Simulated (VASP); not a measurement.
# Pb in VASP: single point with r2SCAN+rVV10

Aim: the single point of Pb with r2SCAN+rVV10.

Program: VASP 6.6.1. These are calculated values, not measurements. Logs are shortened: lines on timing, memory, paths and dates and some standing lists are left out, and cuts for length are marked.

## 1. The cell of the first run

The cell holds a slab with vacuum, 5 atoms: a = 3.560 Å, b = 3.560 Å, c = 29.747 Å, α = 90.00°, β = 90.00°, γ = 120.00°.

## 2. Single point, r2SCAN+rVV10

Contents of POSCAR:

```
Pb
1.0
    3.5595565751      0.0000000000      0.0000000000
   -1.7797782876      3.0826664202      0.0000000000
    0.0000000000      0.0000000000     29.7467072173
Pb
5
Direct
    0.0000000000      0.0000000000      0.2353201633
    0.6666666667      0.3333333333      0.3234820941
    0.3333333333      0.6666666667      0.4212139775
    0.0000000000      1.0000000000      0.5139822356
    0.6666666667      0.3333333333      0.6053813667
```

Contents of INCAR.step1:

```
  PREC = Accurate
  ENCUT = 440
  ISMEAR = 1
  SIGMA = 0.1
  LREAL = F
  LASPH = T
  NELM = 120
  LDIPOL = T
  IDIPOL = 3
  DIPOL = 0.5 0.5 0.420
  NBANDS = 43
  GGA = PE
  ALGO = Normal
  EDIFF = 1E-5
  LWAVE = T
  LCHARG = F
  GGA_COMPAT = F
  NELMDL = -8
```

Contents of INCAR.step2:

```
  PREC = Accurate
  ENCUT = 440
  EDIFF = 1E-6
  ISMEAR = 1
  SIGMA = 0.1
  LREAL = F
  LASPH = T
  NELM = 120
  ALGO = Normal
  ISIF = 2
  LWAVE = F
  LCHARG = F
  LDIPOL = T
  IDIPOL = 3
  DIPOL = 0.5 0.5 0.420
  METAGGA = R2SCAN
  LMIXTAU = T
  LUSE_VDW = T
  IVDW_NL = 2
  BPARAM = 11.95
  CPARAM = 0.0093
  NBANDS = 43
  ISTART = 1
  GGA_COMPAT = F
```

Contents of KPOINTS:

```
regular mesh
0
Gamma
  12 12 1
```

Potentials or basis: VASP PAW PBE potentials, release 64 (Pb_d).

The run is started by

```console
> cat potpaw_PBE.64/Pb_d/POTCAR > POTCAR
> cp INCAR.step1 INCAR
> mpirun -np 1 vasp_std > vasp.out
> cp INCAR.step2 INCAR
> mpirun -np 1 vasp_std > vasp.out
```

OUTCAR:

```text
PREC = Accurate
   ENCUT = 440
   EDIFF = 1E-6
   ISMEAR = 1
   LREAL = F
   LASPH = T
   NELM = 120
   ISIF = 2
   METAGGA = R2SCAN
   IVDW_NL = 2
   BPARAM = 11.95
   ISTART = 1

 ion  position               nearest neighbor table
   1  0.000  0.000  0.235-   2 3.33   2 3.33   2 3.33
   2  0.667  0.333  0.323-   1 3.33   1 3.33   1 3.33   3 3.56   3 3.56   3 3.56
   3  0.333  0.667  0.421-   4 3.44   4 3.44   4 3.44   2 3.56   2 3.56   2 3.56
   4  0.000  0.000  0.514-   5 3.41   5 3.41   5 3.41   3 3.44   3 3.44   3 3.44
   5  0.667  0.333  0.605-   4 3.41   4 3.41   4 3.41

  LATTYP: Found a hexagonal cell.
 ALAT       =     3.5595565751
 C/A-ratio  =     8.3568575438

  Lattice vectors:

 A1 = (   3.5595565751,   0.0000000000,   0.0000000000)
 A2 = (  -1.7797782876,   3.0826664202,   0.0000000000)
 A3 = (   0.0000000000,   0.0000000000,  29.7467072173)

Analysis of symmetry for initial positions (statically):
=====================================================================
 Subroutine PRICEL returns:
 Original cell was already a primitive cell.

 Routine SETGRP: Setting up the symmetry group for a
 hexagonal supercell.

 Subroutine GETGRP returns: Found  6 space group operations
 (whereof  6 operations were pure point group operations)
 out of a pool of 24 trial point group operations.

The static configuration has the point symmetry C_3v.

Analysis of symmetry for dynamics (positions and initial velocities):
=====================================================================
 Subroutine PRICEL returns:
 Original cell was already a primitive cell.

 Routine SETGRP: Setting up the symmetry group for a
 hexagonal supercell.

 Subroutine GETGRP returns: Found  6 space group operations
 (whereof  6 operations were pure point group operations)
 out of a pool of 24 trial point group operations.

The dynamic configuration has the point symmetry C_3v.

 Subroutine INISYM returns: Found  6 space group operations
 (whereof  6 operations are pure point group operations),
 and found     1 'primitive' translations

----------------------------------------------------------------------------------------

                                     Primitive cell

  volume of cell :     326.4084

  direct lattice vectors                    reciprocal lattice vectors
     3.559556575  0.000000000  0.000000000     0.280933869  0.162197245  0.000000000
    -1.779778288  3.082666420  0.000000000     0.000000000  0.324394490  0.000000000
     0.000000000  0.000000000 29.746707217     0.000000000  0.000000000  0.033617166

  length of vectors
     3.559556575  3.559556575 29.746707217     0.324394490  0.324394490  0.033617166

  position of ions in fractional coordinates (direct lattice)
     0.000000000  0.000000000  0.235320163
     0.666666667  0.333333333  0.323482094
     0.333333333  0.666666667  0.421213978
     0.000000000  0.000000000  0.513982236
     0.666666667  0.333333333  0.605381367

  ion indices of the primitive-cell ions
   primitive index   ion index
                 1           1
                 2           2
                 3           3
                 4           4
                 5           5

----------------------------------------------------------------------------------------

 KPOINTS: regular mesh

Automatic generation of k-mesh.
 Grid dimensions read from file:
 generate k-points for:   12   12    1

 Generating k-lattice:

  Cartesian coordinates                     Fractional coordinates (reciprocal lattice)
     0.023411156  0.013516437  0.000000000     0.083333333 -0.000000000  0.000000000
     0.000000000  0.027032874  0.000000000     0.000000000  0.083333333  0.000000000
     0.000000000  0.000000000  0.033617166     0.000000000  0.000000000  1.000000000

  Length of vectors
     0.027032874  0.027032874  0.033617166

  Shift w.r.t. Gamma in fractional coordinates (k-lattice)
     0.000000000  0.000000000  0.000000000

 Subroutine IBZKPT returns following result:
 ===========================================

 Found     19 irreducible k-points:

 Following reciprocal coordinates:
            Coordinates               Weight
  0.000000  0.000000  0.000000      1.000000
  0.083333 -0.000000  0.000000      6.000000
  0.166667  0.000000  0.000000      6.000000
  0.250000  0.000000  0.000000      6.000000
  0.333333 -0.000000  0.000000      6.000000
  0.416667 -0.000000  0.000000      6.000000
[... 11 lines left out ...]
  0.333333  0.250000  0.000000     12.000000
  0.333333  0.333333  0.000000      2.000000
   k-points           NKPTS =     19   k-points in BZ     NKDIM =     19   number of bands    NBANDS=     43
   number of dos      NEDOS =    301   number of ions     NIONS =      5
   total plane-waves  NPLWV = 120960
   dimension x,y,z NGX =    24 NGY =   24 NGZ =  210
   dimension x,y,z NGXF=    48 NGYF=   48 NGZF=  420
   ions per type =               5
   NGX,Y,Z   is equivalent  to a cutoff of  11.21, 11.21, 11.74 a.u.
   NGXF,Y,Z  is equivalent  to a cutoff of  22.42, 22.42, 23.47 a.u.
 SYSTEM =  unknown system
   PREC   = accura    normal or accurate (medium, high low for compatibility)
   ISTART =      1    job   : 0-new  1-cont  2-samecut
   ICHARG =      0    charge: 1-file 2-atom 10-const
   ISPIN  =      1    spin polarized calculation?
   LNONCOLLINEAR =      F non collinear calculations
   LSORBIT =      F    spin-orbit coupling
   LASPH  =      T    aspherical Exc in radial PAW
   ENCUT  =  440.0 eV  32.34 Ry    5.69 a.u.   6.09  6.09 50.88*2*pi/ulx,y,z
   NELM   =    120;   NELMIN=  2; NELMDL=  0     # of ELM steps
   EDIFF  = 0.1E-05   stopping-criterion for ELM
   LREAL  =      F    real-space projection
   EDIFFG = 0.1E-04   stopping-criterion for IOM
   NSW    =      0    number of steps for IOM
   IBRION =     -1    ionic relax: 0-MD 1-quasi-New 2-CG
   NFREE  =      0    steps in history (QN), initial steepest desc. (CG)
   ISIF   =      2    stress and relaxation
   ISYM   =      2    0-nonsym 1-usesym 2-fastsym
   POTIM  = 0.5000    time-step for ionic-motion
   TEBEG  =    0.0;   TEEND  =   0.0 temperature during run
   PSTRESS=    0.0 pullay stress
   NELECT =      70.0000    total number of electrons
   NUPDOWN=      -1.0000    fix difference up-down
   EMIN   =  10.00;   EMAX   =-10.00  energy-range for DOS
   EFERMI =   0.00;   METHOD = LEGACY
   ISMEAR =     1;   SIGMA  =   0.10  broadening in eV -4-tet -1-fermi 0-gaus
   EFERMI_NEDOS =   21; number of points for ismear=-14 and -15
   IALGO  =     38    algorithm
   IMIX   =      4    mixing-type and parameters
     AMIX     =   0.40;   BMIX     =  1.00
     AMIX_MAG =   1.60;   BMIX_MAG =  1.00
  volume/ion in A,a.u.               =      65.28       440.54
  Fermi-wavevector in a.u.,A,eV,Ry     =   0.979912  1.851765 13.064688  0.960227
  Thomas-Fermi vector in A             =   2.110802
   LORBIT       =      0    0 simple, 1 ext, 2 COOP (PROOUT), +10 PAW based schemes
   METAGGA = R2SCAN    functional components
   LHFCALC =     F    Hartree Fock is set to
   AEXX    =    0.0000 exact exchange contribution
   IVDW_NL    =     2    kernel type
   BPARAM     =11.9500
   IVDW    =     0    specifies the selected vdW correction
   LEPSILON=     F    determine dielectric tensor
   LRPA    =     F    only Hartree local field effects (RPA)
 non-spin polarized calculation
 Methfessel and Paxton  Order N= 1 SIGMA  =   0.10
  energy-cutoff  :      440.00
  volume of cell :      326.41
 maximum number of plane-waves:      6898
   NGX = 13   NGY = 13   NGZ =101

 dipolmoment           0.000000      0.000000      0.004285 electrons x Angstroem

 number of electron      70.0000015 magnetization

 dipolmoment           0.000000      0.000000     -0.003997 electrons x Angstroem

 Free energy of the ion-electron system (eV)
  ---------------------------------------------------
  ext. energy  EPLUGINS =         0.00000000
  ---------------------------------------------------
  free energy    TOTEN  =      -278.93526917 eV

  energy without entropy =     -278.93489645  energy(sigma->0) =     -278.93514493

 E-fermi :   1.4511     XC(G=0):  -5.5374

 val. band max:        1.3593423412   @ k =   0.2500   0.0000   0.0000
 cond. band min:       1.4593163075   @ k =   0.2500   0.0833   0.0000
 fundamental gap:      0.0999739663
 Fermi energy:         1.4511422206

 k-point     1 :       0.0000    0.0000    0.0000
  band No.  band energies     occupation
      1     -16.4227      2.00000
      2     -16.3770      2.00000
      3     -16.3770      2.00000
      4     -16.3452      2.00000
      5     -16.3376      2.00000
      6     -16.3262      2.00000
[... 35 lines left out ...]
     42       7.0596      0.00000
     43       7.6597      0.00000

 k-point     2 :       0.0833   -0.0000    0.0000
  band No.  band energies     occupation
      1     -16.4173      2.00000
      2     -16.3802      2.00000
      3     -16.3643      2.00000
      4     -16.3471      2.00000
      5     -16.3433      2.00000
      6     -16.3204      2.00000
[... 35 lines left out ...]
     42       6.6367      0.00000
     43       6.6501      0.00000

 k-point     3 :       0.1667    0.0000    0.0000
  band No.  band energies     occupation
      1     -16.4227      2.00000
      2     -16.3767      2.00000
      3     -16.3658      2.00000
      4     -16.3492      2.00000
      5     -16.3384      2.00000
      6     -16.3217      2.00000
[... 35 lines left out ...]
     42       5.8119      0.00000
     43       6.0031      0.00000

 k-point     4 :       0.2500    0.0000    0.0000
  band No.  band energies     occupation
      1     -16.4490      2.00000
      2     -16.3913      2.00000
      3     -16.3804      2.00000
      4     -16.3586      2.00000
      5     -16.3328      2.00000
      6     -16.3325      2.00000
[... 633 lines left out ...]
     42       3.5491      0.00000
     43       4.5629      0.00000

 k-point    18 :       0.3333    0.2500    0.0000
  band No.  band energies     occupation
      1     -16.4350      2.00000
      2     -16.4026      2.00000
      3     -16.3844      2.00000
      4     -16.3549      2.00000
      5     -16.3368      2.00000
      6     -16.3311      2.00000
[... 35 lines left out ...]
     42       4.0145      0.00000
     43       4.1666      0.00000

 k-point    19 :       0.3333    0.3333    0.0000
  band No.  band energies     occupation
      1     -16.4173      2.00000
      2     -16.4088      2.00000
      3     -16.4002      2.00000
      4     -16.3543      2.00000
      5     -16.3181      2.00000
      6     -16.3166      2.00000
[... 35 lines left out ...]
     42       3.8569      0.00000
     43       4.3806      0.00000

------------------------ aborting loop because EDIFF is reached ----------------------------------------

 vacuum level on the upper side and lower side of the slab       (xc-potential included)         0.017         0.073

  FORCE on cell =-STRESS in cart. coord.  units (eV):
  Direction    XX          YY          ZZ          XY          YZ          ZX
  --------------------------------------------------------------------------------------
  -------------------------------------------------------------------------------------
  Total       -0.8292854     -0.8292854     -0.4325356      0.0000000      0.0000000     -0.0000000
  in kB       -4.0705519     -4.0705519     -2.1231034      0.0000000      0.0000000     -0.0000000
  external PRESSURE =      -3.4214024 kB  Pullay stress =       0.0000000 kB

 VOLUME and BASIS-vectors are now :
 -----------------------------------------------------------------------------
  energy-cutoff  :      440.00
  volume of cell :      326.41
      direct lattice vectors                 reciprocal lattice vectors
     3.559556575  0.000000000  0.000000000     0.280933869  0.162197245  0.000000000
    -1.779778288  3.082666420  0.000000000     0.000000000  0.324394490  0.000000000
     0.000000000  0.000000000 29.746707217     0.000000000  0.000000000  0.033617166

 POSITION                                       TOTAL-FORCE (eV/Angst)
 -----------------------------------------------------------------------------------
      0.00000      0.00000      7.00000         0.000000     -0.000000      0.001843
      1.77978      1.02756      9.62253         0.000000     -0.000000      0.037835
     -0.00000      2.05511     12.52973        -0.000000      0.000000     -0.108789
      0.00000      0.00000     15.28928         0.000000     -0.000000      0.257198
      1.77978      1.02756     18.00810        -0.000000     -0.000000     -0.188086
 -----------------------------------------------------------------------------------
    total drift:                               -0.000000     -0.000000      0.002905

  FREE ENERGIE OF THE ION-ELECTRON SYSTEM (eV)
  ---------------------------------------------------
  free  energy   TOTEN  =      -278.9352691714 eV

  energy  without entropy=     -278.9348964450  energy(sigma->0) =     -278.93514493

 vacuum level on the upper side and lower side of the slab         5.092         5.157
```

It took 35 min on 1 thread of Intel Xeon Platinum 8375C at 2.90GHz (Ice Lake), shared host; peak memory 0.86 GiB.

Results:

```
Free energy            : -278.9353 eV
Largest force          : 0.257 eV/Å
Band gap on the k mesh : zero (bands 35 and 36 overlap by 5.30 eV)
```

Forces in eV/Å, atoms in the order of the input:
```
Pb   0.000  0.000  0.002
Pb   0.000  0.000  0.038
Pb   0.000  0.000 -0.109
Pb   0.000  0.000  0.257
Pb   0.000  0.000 -0.188
```

Caveat: the PAW data sets were made with another functional, which shifts forces and pressure a little; spin-orbit coupling is left out, which moves the levels of the heavy elements.

The gap in the log of VASP goes by the Fermi energy; the results here count the filled bands.